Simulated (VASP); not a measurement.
# AgBr in VASP: single point with r2SCAN

Aim: the single point of AgBr with r2SCAN.

Program: VASP 6.6.1. These are calculated values, not measurements. Logs are shortened: lines on timing, memory, paths and dates and some standing lists are left out, and cuts for length are marked.

### 1 The cell of the first run

The typed cell holds 4 atoms: a = 4.173 Å, b = 4.172 Å, c = 5.897 Å, α = 90.00°, β = 89.99°, γ = 90.00°.

### 2 Single point, r2SCAN (25.67 Å³/atom)

The input, POSCAR:

```
AgBr
1.0
    4.1723741592      0.0000000000      0.0422751024
    0.0000000000      4.1721585463      0.0000000000
   -0.0588020831      0.0000000000      5.8969572630
Ag Br
2 2
Direct
    0.7499714259      0.7500000000      0.7499778862
    0.2500285741      0.2500000000      0.2500221138
    0.2499845032      0.2500000000      0.7500035515
    0.7500154968      0.7500000000      0.2499964485
```

The input, INCAR.step1:

```
ALGO = Normal
EDIFF = 1E-5
ENCUT = 550
GGA = PE
GGA_COMPAT = False
ISMEAR = 0
LASPH = True
LCHARG = False
LREAL = False
LWAVE = True
NBANDS = 26
NELM = 120
PREC = Accurate
SIGMA = 0.01
```

The input, INCAR.step2:

```
ALGO = Normal
EDIFF = 1E-6
ENCUT = 550
GGA_COMPAT = False
ISIF = 2
ISMEAR = 0
ISTART = 1
LASPH = True
LCHARG = False
LMIXTAU = True
LREAL = False
LWAVE = False
METAGGA = R2SCAN
NBANDS = 26
NELM = 120
PREC = Accurate
SIGMA = 0.01
```

The input, KPOINTS:

```
k-points
0
Gamma
  6 6 4
```

Potentials or basis: VASP PAW PBE potentials, release 64 (Ag, Br).

Launch:

```
cat potpaw_PBE.64/Ag/POTCAR potpaw_PBE.64/Br/POTCAR > POTCAR
cp INCAR.step1 INCAR
mpirun -np 1 vasp_std > vasp.out
cp INCAR.step2 INCAR
mpirun -np 1 vasp_std > vasp.out
```

OUTCAR:

```text
EDIFF = 1E-6
   ENCUT = 550
   ISIF = 2
   ISMEAR = 0
   ISTART = 1
   LASPH = True
   LREAL = False
   METAGGA = R2SCAN
   NELM = 120
   PREC = Accurate

 ion  position               nearest neighbor table
   1  0.750  0.750  0.750-   4 2.95   4 2.95   3 2.95   3 2.95   3 2.95   3 2.95
   2  0.250  0.250  0.250-   3 2.95   3 2.95   4 2.95   4 2.95   4 2.95   4 2.95
   3  0.250  0.250  0.750-   2 2.95   2 2.95   1 2.95   1 2.95   1 2.95   1 2.95
   4  0.750  0.750  0.250-   1 2.95   1 2.95   2 2.95   2 2.95   2 2.95   2 2.95

  LATTYP: Found a simple monoclinic cell.
 ALAT       =     4.1725883224
 B/A-ratio  =     0.9998970001
 C/A-ratio  =     1.4133314804
 COS(beta)  =    -0.0001605321

  Lattice vectors:

 A1 = (   4.1723741592,   0.0000000000,   0.0422751024)
 A2 = (   0.0000000000,  -4.1721585463,   0.0000000000)
 A3 = (   0.0588020831,   0.0000000000,  -5.8969572630)

Analysis of symmetry for initial positions (statically):
=====================================================================
 Subroutine PRICEL returns:
 Original cell was already a primitive cell.

 Routine SETGRP: Setting up the symmetry group for a
 simple monoclinic supercell.

 Subroutine GETGRP returns: Found  4 space group operations
 (whereof  2 operations were pure point group operations)
 out of a pool of  4 trial point group operations.

The static configuration has the point symmetry S_2 .
 The point group associated with its full space group is C_2h.

Analysis of symmetry for dynamics (positions and initial velocities):
=====================================================================
 Subroutine PRICEL returns:
 Original cell was already a primitive cell.

 Routine SETGRP: Setting up the symmetry group for a
 simple monoclinic supercell.

 Subroutine GETGRP returns: Found  4 space group operations
 (whereof  2 operations were pure point group operations)
 out of a pool of  4 trial point group operations.

The dynamic configuration has the point symmetry S_2 .
 The point group associated with its full space group is C_2h.

 Subroutine INISYM returns: Found  4 space group operations
 (whereof  2 operations are pure point group operations),
 and found     1 'primitive' translations

----------------------------------------------------------------------------------------

                                     Primitive cell

  volume of cell :     102.6635

  direct lattice vectors                    reciprocal lattice vectors
     4.172374159  0.000000000  0.042275102     0.239647486  0.000000000  0.002389668
     0.000000000  4.172158546  0.000000000     0.000000000  0.239684084  0.000000000
    -0.058802083  0.000000000  5.896957263    -0.001718025  0.000000000  0.169561849

  length of vectors
     4.172588322  4.172158546  5.897250431     0.239659400  0.239684084  0.169570552

  position of ions in fractional coordinates (direct lattice)
     0.749971426  0.750000000  0.749977886
     0.250028574  0.250000000  0.250022114
     0.249984503  0.250000000  0.750003552
     0.750015497  0.750000000  0.249996448

  ion indices of the primitive-cell ions
   primitive index   ion index
                 1           1
                 2           2
                 3           3
                 4           4

----------------------------------------------------------------------------------------

 KPOINTS: k-points

Automatic generation of k-mesh.
 Grid dimensions read from file:
 generate k-points for:    6    6    4

 Generating k-lattice:

  Cartesian coordinates                     Fractional coordinates (reciprocal lattice)
     0.039941248  0.000000000  0.000398278     0.166666667  0.000000000  0.000000000
     0.000000000  0.039947347  0.000000000     0.000000000  0.166666667  0.000000000
    -0.000429506  0.000000000  0.042390462    -0.000000000  0.000000000  0.250000000

  Length of vectors
     0.039943233  0.039947347  0.042392638

  Shift w.r.t. Gamma in fractional coordinates (k-lattice)
     0.000000000  0.000000000  0.000000000

 Subroutine IBZKPT returns following result:
 ===========================================

 Found     56 irreducible k-points:

 Following reciprocal coordinates:
            Coordinates               Weight
  0.000000  0.000000  0.000000      1.000000
  0.166667  0.000000 -0.000000      2.000000
  0.333333  0.000000  0.000000      2.000000
  0.500000  0.000000  0.000000      1.000000
  0.000000  0.166667  0.000000      2.000000
  0.166667  0.166667 -0.000000      4.000000
[... 16 lines left out ...]
  0.000000  0.166667  0.250000      4.000000
  0.166667  0.166667  0.250000      4.000000
 [... further k-points ...]
   k-points           NKPTS =     56   k-points in BZ     NKDIM =     56   number of bands    NBANDS=     26
   number of dos      NEDOS =    301   number of ions     NIONS =      4
   total plane-waves  NPLWV =  49152
   dimension x,y,z NGX =    32 NGY =   32 NGZ =   48
   dimension x,y,z NGXF=    64 NGYF=   64 NGZF=   96
   ions per type =               2   2
   NGX,Y,Z   is equivalent  to a cutoff of  12.75, 12.75, 13.53 a.u.
   NGXF,Y,Z  is equivalent  to a cutoff of  25.50, 25.50, 27.06 a.u.
 SYSTEM =  unknown system
   PREC   = accura    normal or accurate (medium, high low for compatibility)
   ISTART =      1    job   : 0-new  1-cont  2-samecut
   ICHARG =      0    charge: 1-file 2-atom 10-const
   ISPIN  =      1    spin polarized calculation?
   LNONCOLLINEAR =      F non collinear calculations
   LSORBIT =      F    spin-orbit coupling
   LASPH  =      T    aspherical Exc in radial PAW
   ENCUT  =  550.0 eV  40.42 Ry    6.36 a.u.   7.98  7.98 11.28*2*pi/ulx,y,z
   NELM   =    120;   NELMIN=  2; NELMDL=  0     # of ELM steps
   EDIFF  = 0.1E-05   stopping-criterion for ELM
   LREAL  =      F    real-space projection
   EDIFFG = 0.1E-04   stopping-criterion for IOM
   NSW    =      0    number of steps for IOM
   IBRION =     -1    ionic relax: 0-MD 1-quasi-New 2-CG
   NFREE  =      0    steps in history (QN), initial steepest desc. (CG)
   ISIF   =      2    stress and relaxation
   ISYM   =      2    0-nonsym 1-usesym 2-fastsym
   POTIM  = 0.5000    time-step for ionic-motion
   TEBEG  =    0.0;   TEEND  =   0.0 temperature during run
   PSTRESS=    0.0 pullay stress
   NELECT =      36.0000    total number of electrons
   NUPDOWN=      -1.0000    fix difference up-down
   EMIN   =  10.00;   EMAX   =-10.00  energy-range for DOS
   EFERMI =   0.00;   METHOD = LEGACY
   ISMEAR =     0;   SIGMA  =   0.01  broadening in eV -4-tet -1-fermi 0-gaus
   EFERMI_NEDOS =   21; number of points for ismear=-14 and -15
   IALGO  =     38    algorithm
   IMIX   =      4    mixing-type and parameters
     AMIX     =   0.40;   BMIX     =  1.00
     AMIX_MAG =   1.60;   BMIX_MAG =  1.00
  volume/ion in A,a.u.               =      25.67       173.20
  Fermi-wavevector in a.u.,A,eV,Ry     =   1.154437  2.181570 18.132832  1.332726
  Thomas-Fermi vector in A             =   2.291074
   LORBIT       =      0    0 simple, 1 ext, 2 COOP (PROOUT), +10 PAW based schemes
   METAGGA = R2SCAN    functional components
   LHFCALC =     F    Hartree Fock is set to
   AEXX    =    0.0000 exact exchange contribution
   IVDW    =     0    specifies the selected vdW correction
   LEPSILON=     F    determine dielectric tensor
   LRPA    =     F    only Hartree local field effects (RPA)
 non-spin polarized calculation
 Gauss-broadening in eV      SIGMA  =   0.01
  energy-cutoff  :      550.00
  volume of cell :      102.66
 maximum number of plane-waves:      3048
   NGX = 15   NGY = 15   NGZ = 23

 number of electron      36.0000025 magnetization

 Free energy of the ion-electron system (eV)
  ---------------------------------------------------
  ext. energy  EPLUGINS =         0.00000000
  ---------------------------------------------------
  free energy    TOTEN  =       -70.98374569 eV

  energy without entropy =      -70.98374569  energy(sigma->0) =      -70.98374569

 E-fermi :   2.4126     XC(G=0):  -9.9333

 val. band max:        2.3461493865   @ k =   0.5000   0.0000   0.5000
 cond. band min:       3.5999413683   @ k =   0.0000   0.0000   0.0000
 fundamental gap:      1.2537919818
 Fermi energy:         2.4125796184

 k-point     1 :       0.0000    0.0000    0.0000
  band No.  band energies     occupation
      1     -12.7403      2.00000
      2     -12.3553      2.00000
      3      -1.4375      2.00000
      4      -0.3222      2.00000
      5      -0.1691      2.00000
      6      -0.1684      2.00000
[... 18 lines left out ...]
     25      12.7789      0.00000
     26      13.8099      0.00000

 k-point     2 :       0.1667    0.0000   -0.0000
  band No.  band energies     occupation
      1     -12.6833      2.00000
      2     -12.3457      2.00000
      3      -1.3779      2.00000
      4      -0.9630      2.00000
      5      -0.7912      2.00000
      6      -0.6121      2.00000
[... 18 lines left out ...]
     25      12.7313      0.00000
     26      12.8314      0.00000

 k-point     3 :       0.3333    0.0000    0.0000
  band No.  band energies     occupation
      1     -12.5462      2.00000
      2     -12.3462      2.00000
      3      -1.6901      2.00000
      4      -1.4757      2.00000
      5      -1.2216      2.00000
      6      -1.2055      2.00000
[... 18 lines left out ...]
     25      11.0948      0.00000
     26      11.3524      0.00000

 k-point     4 :       0.5000    0.0000    0.0000
  band No.  band energies     occupation
      1     -12.4112      2.00000
      2     -12.4112      2.00000
      3      -1.9037      2.00000
      4      -1.9037      2.00000
      5      -1.3332      2.00000
      6      -1.3331      2.00000
[... 18 lines left out ...]
     25      10.5906      0.00000
     26      10.5909      0.00000

 k-point     5 :       0.0000    0.1667    0.0000
  band No.  band energies     occupation
      1     -12.6833      2.00000
      2     -12.3457      2.00000
      3      -1.3778      2.00000
      4      -0.9627      2.00000
      5      -0.7916      2.00000
      6      -0.6120      2.00000
[... 18 lines left out ...]
     25      12.7305      0.00000
     26      12.8306      0.00000

 k-point     6 :       0.1667    0.1667   -0.0000
  band No.  band energies     occupation
      1     -12.6334      2.00000
      2     -12.3382      2.00000
      3      -1.3097      2.00000
      4      -1.2248      2.00000
      5      -1.2083      2.00000
      6      -0.8879      2.00000
[... 427 lines left out ...]
 k-point    21 :      -0.3333    0.0000    0.2500
  band No.  band energies     occupation
      1     -12.5063      2.00000
      2     -12.3641      2.00000
      3      -1.9325      2.00000
      4      -1.6954      2.00000
      5      -1.3308      2.00000
      6      -1.2409      2.00000
[... 18 lines left out ...]
     25      10.7538      0.00000
     26      10.8904      0.00000

 k-point    22 :      -0.1667    0.0000    0.2500
  band No.  band energies     occupation
      1     -12.6257      2.00000
      2     -12.3858      2.00000
      3      -1.6863      2.00000
      4      -1.0149      2.00000
      5      -0.9408      2.00000
      6      -0.8144      2.00000
[... 18 lines left out ...]
     25      11.8212      0.00000
     26      12.2721      0.00000

 k-point    23 :       0.0000    0.1667    0.2500
  band No.  band energies     occupation
      1     -12.6257      2.00000
      2     -12.3857      2.00000
      3      -1.6863      2.00000
      4      -1.0148      2.00000
      5      -0.9406      2.00000
      6      -0.8149      2.00000
[... 18 lines left out ...]
     25      11.8204      0.00000
     26      12.2709      0.00000

 k-point    24 :       0.1667    0.1667    0.2500
  band No.  band energies     occupation
      1     -12.5813      2.00000
      2     -12.3713      2.00000
      3      -1.6925      2.00000
      4      -1.3269      2.00000
      5      -1.1893      2.00000
      6      -0.9680      2.00000
[... 18 lines left out ...]
     25      11.5163      0.00000
     26      11.7132      0.00000

 [... further k-points ...]

------------------------ aborting loop because EDIFF is reached ----------------------------------------

  FORCE on cell =-STRESS in cart. coord.  units (eV):
  Direction    XX          YY          ZZ          XY          YZ          ZX
  --------------------------------------------------------------------------------------
  -------------------------------------------------------------------------------------
  Total       -1.5108586     -1.5097128     -1.5107675      0.0000000      0.0000000     -0.0008466
  in kB      -23.5786268    -23.5607453    -23.5772046      0.0000000      0.0000000     -0.0132125
  external PRESSURE =     -23.5721922 kB  Pullay stress =       0.0000000 kB

 VOLUME and BASIS-vectors are now :
 -----------------------------------------------------------------------------
  energy-cutoff  :      550.00
  volume of cell :      102.66
      direct lattice vectors                 reciprocal lattice vectors
     4.172374159  0.000000000  0.042275102     0.239647486  0.000000000  0.002389668
     0.000000000  4.172158546  0.000000000     0.000000000  0.239684084  0.000000000
    -0.058802083  0.000000000  5.896957263    -0.001718025  0.000000000  0.169561849

 POSITION                                       TOTAL-FORCE (eV/Angst)
 -----------------------------------------------------------------------------------
      3.08506      3.12912      4.45429         0.000044      0.000000      0.000120
      1.02851      1.04304      1.48494        -0.000044     -0.000000     -0.000120
      0.99893      1.04304      4.43331         0.000018      0.000000      0.000058
      3.11464      3.12912      1.50593        -0.000018      0.000000     -0.000058
 -----------------------------------------------------------------------------------
    total drift:                                0.000000      0.000000      0.000000

  FREE ENERGIE OF THE ION-ELECTRON SYSTEM (eV)
  ---------------------------------------------------
  free  energy   TOTEN  =       -70.9837456893 eV

  energy  without entropy=      -70.9837456893  energy(sigma->0) =      -70.98374569
```

It took 26 min on 1 thread of AMD EPYC, shared host; peak memory 0.29 GiB.

What came out:

* Free energy: -70.9837 eV
* Pressure: -2.4 GPa
* Band gap on the k mesh: 1.25 eV

Levels at points of the mesh, in eV from the valence-band top:
| k point | band 16 | band 17 | band 18 | band 19 | band 20 | band 21 |
| --- | --- | --- | --- | --- | --- | --- |
| (0.00, 0.00, 0.00) | -1.73 | -1.73 | -1.73 | 1.25 | 2.31 | 7.54 |
| (0.50, 0.00, 0.00) | -1.68 | -0.09 | -0.09 | 5.25 | 5.25 | 5.87 |
| (0.00, 0.50, 0.00) | -1.68 | -0.09 | -0.09 | 5.25 | 5.25 | 5.87 |
| (0.50, 0.50, 0.00) | -2.13 | -2.05 | -2.05 | 2.31 | 2.31 | 7.54 |
| (0.00, 0.00, 0.50) | -1.66 | -1.38 | -1.38 | 3.63 | 3.63 | 7.31 |
| (0.50, 0.00, 0.50) | 0.00 | 0.00 | 0.00 | 4.45 | 4.45 | 6.74 |
| (0.00, 0.50, 0.50) | 0.00 | 0.00 | 0.00 | 4.45 | 4.45 | 6.74 |
| (0.50, 0.50, 0.50) | -2.03 | -1.25 | -1.25 | 4.18 | 4.18 | 7.81 |

Caveat: the PAW data sets were made with another functional, which shifts forces and pressure a little.
